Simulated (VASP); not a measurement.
Here is a VASP 6.6.1 calculation.

File INCAR:

```
PREC = Accurate
ENCUT = 520
EDIFF = 1E-6
ISMEAR = 0
SIGMA = 0.1
LREAL = F
LASPH = T
NELM = 100
ALGO = Normal
ISIF = 2
LWAVE = F
LCHARG = F
LDIPOL = T
IDIPOL = 3
DIPOL = 0.5 0.5 0.500
GGA = PE
NBANDS = 20
```

The input KPOINTS:

```
regular mesh
0
Gamma
  6 6 1
```

POSCAR

```
Ca2F
1.0
    3.3916700000      0.0000000000      0.0000000000
   -1.6958350000      2.9372720000      0.0000000000
    0.0000000000      0.0000000000     17.0000000000
Ca F
2 1
Direct
    0.0000000000      0.0000000000      0.5880919700
    0.0000000000      0.0000000000      0.4119080300
    0.0000000000      0.0000000000      0.5000000000
```

Potentials or basis: VASP PAW PBE potentials, release 64 (Ca_sv, F).

Launch:

```console
$ cat potpaw_PBE.64/Ca_sv/POTCAR potpaw_PBE.64/F/POTCAR > POTCAR
$ mpirun -np 1 vasp_std > vasp.out
```

(1) Estimate the largest force.

(2) What does it give for the band gap on the k mesh?

## Answers

(1) 27.916 eV/Å.

(2) zero (an odd number of electrons rules out a gap without spin polarisation).

Caveat: an odd number of electrons without spin polarisation forces a metal; a magnetic or distorted state may lie lower.
